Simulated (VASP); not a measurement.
Wanted: the native input for a VASP 6.6.1 run.

| Quantity | Value |
| --- | --- |
| Task | single point |
| Functional | PBE |
| Dispersion | D4 |
| Potentials or basis | VASP PAW PBE potentials, release 64 (Co, O) |
| Cutoff | 520 eV |
| k mesh | 11 × 11 × 10 |
| Occupations | fermi-dirac, width 0.05 eV |
| Spin | collinear spin, ferromagnetic start |
| Starting moments | [2.0, 0.0] μB |
| Dipole correction | no |
| Further INCAR settings | ALGO = Normal; EDIFF = 1e-06; NBANDS = 18 |

The structure of CoO lies in POSCAR:

```
CoO
1.0
    2.8058109888     -0.0000000028      0.0000000000
   -1.4029054919      2.4299035959      0.0000000000
    0.0000000000      0.0000000000      2.7154531179
Co O
1 1
Direct
    0.0000000000      0.0000000000      0.0000000000
    0.6666666667      0.3333333333      0.5000000000
```

One way to write it, as run:

INCAR

```
  PREC = Accurate
  ENCUT = 520
  EDIFF = 1E-6
  ISMEAR = -1
  SIGMA = 0.05
  LREAL = F
  LASPH = T
  NELM = 150
  ALGO = Normal
  ISIF = 2
  LWAVE = F
  LCHARG = F
  ISPIN = 2
  MAGMOM = 2 0
  LORBIT = 11
  LMAXMIX = 4
  GGA = PE
  IVDW = 13
  NBANDS = 18
```

KPOINTS

```
regular mesh
0
Gamma
  11 11 10
```

Potentials or basis: VASP PAW PBE potentials, release 64 (Co, O).

The run is started by

```sh
$ cat potpaw_PBE.64/Co/POTCAR potpaw_PBE.64/O/POTCAR > POTCAR
$ mpirun -np 1 vasp_std > vasp.out
```

Results of the run:

| Item | Value |
| --- | --- |
| Pressure | -0.4 GPa |
| Band gap on the k mesh | zero (filled and empty bands overlap) |
| Net moment | 3.00 μB per cell |
| Site moments | Co +2.54; O +0.41 μB |
| Valence electrons inside the program's atomic spheres | Co 7.88; O 4.98 |
| Dispersion energy per atom | -0.277 eV |

Caveat: a cell with one magnetic atom can't hold antiferromagnetic order, which such compounds often take; semilocal functionals often make such compounds metallic where correlation or magnetic order opens a gap, which also shifts bond lengths.

It took 37 s on 1 thread of Intel(R) Xeon(R) Platinum 8488C (Sapphire Rapids), on a shared host, peak memory 0.18 GiB.
